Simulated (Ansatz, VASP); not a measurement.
**Sb: VASP beside Ansatz**

```xyz
1
Lattice="3.1106 0.0000 0.0000 0.0000 3.1106 0.0000 0.0000 0.0000 3.1106" Properties=species:S:1:pos:R:3 pbc="T T T"
Sb    0.0000    0.0000    0.0000
```

Alike in both runs: functional PBE; k mesh 13 × 13 × 13; occupations fermi-dirac, width 0.05 eV; no spin polarisation.

Ansatz relaxed the structure, and its values are those at the end. VASP's run is a single point on that final structure, the one shown.

|  | VASP | Ansatz |
| --- | --- | --- |
| version | VASP 6.6.1 | Ansatz 0.2.0 |
| potentials or method | VASP PAW PBE potentials, release 64 (Sb), cutoff 520 eV | all-electron LAPW, non-relativistic |

|  | VASP | Ansatz | Ansatz less VASP |
| --- | --- | --- | --- |
| pressure (GPa) | -0.2 | 0.0 | +0.21 |

Ansatz ran all-electron here, and VASP with PAW potentials.

Neither program's run includes spin-orbit coupling.
